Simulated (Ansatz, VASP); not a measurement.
Two plane-wave programs on CdSe

Contents of POSCAR:

```
CdSe
1.0
    0.0000000000      3.1904922036      3.1904922036
    3.1904922036      0.0000000000      3.1904922036
    3.1904922036      3.1904922036      0.0000000000
Cd Se
1 1
Direct
    0.0000000000      0.0000000000      0.0000000000
    0.2500000000      0.2500000000      0.2500000000
```

INCAR.step1

```
SYSTEM = CdSe
ALGO     = Normal         ! electronic algorithm
EDIFF    = 1E-4           ! SCF threshold, eV
ENCUT    = 520            ! plane-wave cutoff, eV
GGA      = PE             ! functional
ISMEAR   = 0              ! smearing method
LASPH    = .TRUE.         ! aspherical terms in the spheres
LCHARG   = .FALSE.        ! write CHGCAR
LREAL    = .FALSE.        ! projectors in reciprocal space
LWAVE    = .TRUE.         ! write WAVECAR
NBANDS   = 16             ! bands
NELM     = 100            ! most SCF steps
PREC     = Accurate       ! precision mode
SIGMA    = 0.01           ! smearing width, eV
```

The input INCAR.step2:

```
SYSTEM = CdSe
ALGO     = Normal         ! electronic algorithm
EDIFF    = 1E-6           ! SCF threshold, eV
ENCUT    = 520            ! plane-wave cutoff, eV
ISIF     = 2              ! what is computed and relaxed
ISMEAR   = 0              ! smearing method
ISTART   = 1            
LASPH    = .TRUE.         ! aspherical terms in the spheres
LCHARG   = .FALSE.        ! write CHGCAR
LMIXTAU  = .TRUE.       
LREAL    = .FALSE.        ! projectors in reciprocal space
LWAVE    = .FALSE.        ! write WAVECAR
METAGGA  = R2SCAN         ! meta-GGA
NBANDS   = 16             ! bands
NELM     = 100            ! most SCF steps
PREC     = Accurate       ! precision mode
SIGMA    = 0.01           ! smearing width, eV
```

File KPOINTS:

```
k-points
0
G
  8 8 8
  0 0 0
```

Input for Ansatz:

```yaml
crystal:
  lattice:
    - [0.0, 3.1904922036, 3.1904922036]
    - [3.1904922036, 0.0, 3.1904922036]
    - [3.1904922036, 3.1904922036, 0.0]
  atoms:
    - { symbol: Cd, position: [0.0, 0.0, 0.0] }
    - { symbol: Se, position: [0.25, 0.25, 0.25] }
kpoints:
  mp_grid: { grid: [8, 8, 8] }
  band_path:
    path:
      - [0.0, 0.0, 0.0]
      - [-0.5, -0.5, 0.0]
      - [-0.375, -0.375, 0.25]
      - [-0.375, 0.0, 0.375]
      - [0.0, 0.0, 0.5]
      - [-0.5, -0.25, 0.25]
    npoints: 1
hamiltonian:
  xc: r2scan
scf:
  occupations: { method: fixed }
  n_extra_bands: 4
output:
  forces: true
  stress: true
  eigenvalues: true
```

Change from the starting cell: hydrostatic strain +4.0%.

Alike in both runs: task single point; functional r2SCAN; k mesh 8 × 8 × 8; no spin polarisation.

```csv
,VASP,Ansatz
version,VASP 6.6.1,Ansatz 0.2.0
potentials or method,"VASP PAW PBE potentials, release 64 (Cd, Se)","plane waves, PAW"
plane-wave cutoff (eV),520,500
occupations,"gaussian, width 0.01 eV",fixed
valence electrons in the cell,18,36
```

VASP gave:

```
gap on the k mesh at the Fermi level (eV) : 0.76
pressure (GPa)                            : -4.5
```

**Question.** What did Ansatz give for the same quantities?

**Answer.** gap on the k mesh at the Fermi level (eV): 0.77; pressure (GPa): -4.7.

VASP's potentials were made for PBE, not for r2SCAN. VASP's potentials hold 18 valence electrons a cell and Ansatz's 36, so a difference there can come from the potentials and not from the codes.
